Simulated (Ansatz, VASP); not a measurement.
**One calculation of Be, two programs**

```
CELL_PARAMETERS angstrom
0.00000 2.50135 2.50135
2.50135 0.00000 2.50135
2.50135 2.50135 0.00000
ATOMIC_POSITIONS crystal
Be 0.00000 0.00000 0.00000
Be 0.25000 0.25000 0.25000
```

Alike in both runs: task relaxation of cell and atoms; functional PBE; k mesh 13 × 13 × 13; occupations fermi-dirac, width 0.08 eV; no spin polarisation.

|  | VASP | Ansatz |
| --- | --- | --- |
| version | VASP 6.6.1 | Ansatz 0.2.0 |
| potentials or method | VASP PAW PBE potentials, release 64 (Be) | PAW with Ansatz's default frozen-core files, scalar-relativistic |
| plane-wave cutoff (eV) | 600 | 420 |
| valence electrons in the cell | 4 | 4 |

|  | VASP | Ansatz | Ansatz less VASP |
| --- | --- | --- | --- |
| relaxed volume (Å³/atom) | 14.69 | 14.68 | -0.008 |
| relaxed length of the cell vector where the two differ most in proportion (Å) | 3.463 | 3.463 | -0.0006 |
